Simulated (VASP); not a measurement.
Pt, 1 atom in the cell. The structure is cubic, space group Pm-3m (No. 221). Conventional cell: a = 2.578 Å, b = 2.578 Å, c = 2.578 Å, α = 90.00°, β = 90.00°, γ = 90.00°. Pt (site symmetry m-3m) has 6 Pt at 2.58 Å within 3.4 Å. 

- Program: VASP 6.6.1
- Task: single point
- Functional: PBEsol
- Potentials or basis: VASP PAW PBE potentials, release 64 (Pt)
- Cutoff: 520 eV
- k mesh: 15 × 15 × 15
- Occupations: fermi-dirac, width 0.1 eV
- Spin: no spin polarisation
- Dipole correction: no
- Further INCAR settings: ALGO = Normal; EDIFF = 1e-07; NBANDS = 11

Potentials or basis: VASP PAW PBE potentials, release 64 (Pt).

The run is started by

```bash
$ cat potpaw_PBE.64/Pt/POTCAR > POTCAR
$ mpirun -np 1 vasp_std > vasp.out
```

Hardware: 1 thread of Intel Xeon 6975P-C (shared host).

Question: Estimate the wall time of this run.

Answer: Wall time 20 s on 1 thread of Intel Xeon 6975P-C (shared host), peak memory 0.14 GiB. Counts: scf iterations 11, k points 120.
